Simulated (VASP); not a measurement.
Crystal: Bi2Te2O.

```
Bi Te O
1.0
     5.15190    0.00000    0.00000
    -2.57595    4.46167    0.00000
     0.00000    0.00000    6.51588
Bi Te O
2 2 1
Direct
  0.33333 0.66667 0.50000
  0.66667 0.33333 0.50000
  0.33333 0.66667 0.00000
  0.66667 0.33333 0.00000
  0.00000 0.00000 0.00000
```

The cell was generated, and may not be a known phase.

- Program: VASP 6.6.1
- Task: relaxation of cell and atoms
- Functional: PBE
- Potentials or basis: VASP PAW PBE potentials, release 64 (Bi_d, Te, O)
- Cutoff: 600 eV
- k mesh: 6 × 6 × 4
- Occupations: gaussian, width 0.1 eV
- Spin: no spin polarisation

At the start: pressure 0.6 GPa; volume 29.95 Å³/atom.

Q: Where does the relaxation end?

A: Over 4 steps the energy falls by 2.8 meV/atom and the volume is 30.24 Å³/atom (+0.9 %); space group P6/mmm (No. 191, to 0.1 Å) before and after.

Step by step:
```
step  energy change (eV)  largest force (eV/Å)  pressure (GPa)  volume (Å³)
   1              0.0000                0.0000            0.64       149.77
   2             -0.0125                0.0000           -0.39       152.37
   3             -0.0139                0.0000           -0.15       151.74
   4             -0.0142                0.0000            0.01       151.19
```

Final structure:
```cif
data_structure
_symmetry_space_group_name_H-M 'P 1'
_symmetry_Int_Tables_number 1
_cell_length_a 5.1974
_cell_length_b 5.1974
_cell_length_c 6.4627
_cell_angle_alpha 90.000
_cell_angle_beta 90.000
_cell_angle_gamma 120.000
_cell_volume 151.19
loop_
_atom_site_label
_atom_site_type_symbol
_atom_site_fract_x
_atom_site_fract_y
_atom_site_fract_z
_atom_site_occupancy
Bi1 Bi 0.33333 0.66667 0.50000 1
Bi2 Bi 0.66667 0.33333 0.50000 1
Te1 Te 0.33333 0.66667 0.00000 1
Te2 Te 0.66667 0.33333 0.00000 1
O1 O 0.00000 0.00000 0.00000 1
```
